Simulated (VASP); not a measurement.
A run of VASP 6.6.1 is set up as follows.

Contents of INCAR:

```
AGGAC = 1.0
AGGAX = 1.0
ALDAC = 0.0
ALDAX = 1.0
ALGO = Normal
EDIFF = 1E-7
EDIFFG = -0.01
ENCUT = 600
GGA = B5
IBRION = 2
ISIF = 3
ISMEAR = -1
IVDW = 13
LASPH = T
LCHARG = F
LREAL = F
LWAVE = F
NELM = 100
NSW = 60
PREC = Accurate
SIGMA = 0.05
VDW_A1 = 0.44488865
VDW_A2 = 4.0933009
VDW_S6 = 1.0
VDW_S8 = 2.34076671
```

KPOINTS

```
k-points
0
Gamma
  9 9 5
```

The input POSCAR:

```
ZnO
1.0
    3.2493080000      0.0000000000      0.0000000000
   -1.6246540000      2.8139832727      0.0000000000
    0.0000000000      0.0000000000      5.2057090000
Zn O
2 2
Direct
    0.6666666667      0.3333333333      0.0000000000
    0.3333333333      0.6666666667      0.5000000000
    0.3333333333      0.6666666667      0.8790100000
    0.6666666667      0.3333333333      0.3790100000
```

Potentials or basis: VASP PAW PBE potentials, release 64 (Zn, O).

Launch:

```sh
$ cat potpaw_PBE.64/Zn/POTCAR potpaw_PBE.64/O/POTCAR > POTCAR
$ mpirun -np 1 vasp_std > vasp.out
```

Task: Estimate the band gap on the k mesh.

Result: 0.90 eV, direct.

Task: Predict the relaxed cell.

Result: a = 3.264 Å, b = 3.264 Å, c = 5.289 Å, α = 90.00°, β = 90.00°, γ = 120.00°.

Task: Estimate the relaxed volume.

Result: 12.20 Å³/atom.

Task: Estimate the dispersion energy per atom.

Result: -0.439 eV.

Stress tensor (GPa, compression positive):
```
 0.00  0.00  0.00
 0.00  0.00  0.00
 0.00  0.00 -0.11
```

Caveat: the PAW data sets were made with another functional, which shifts forces and pressure a little. Zero-point motion and thermal expansion aren't in these numbers.
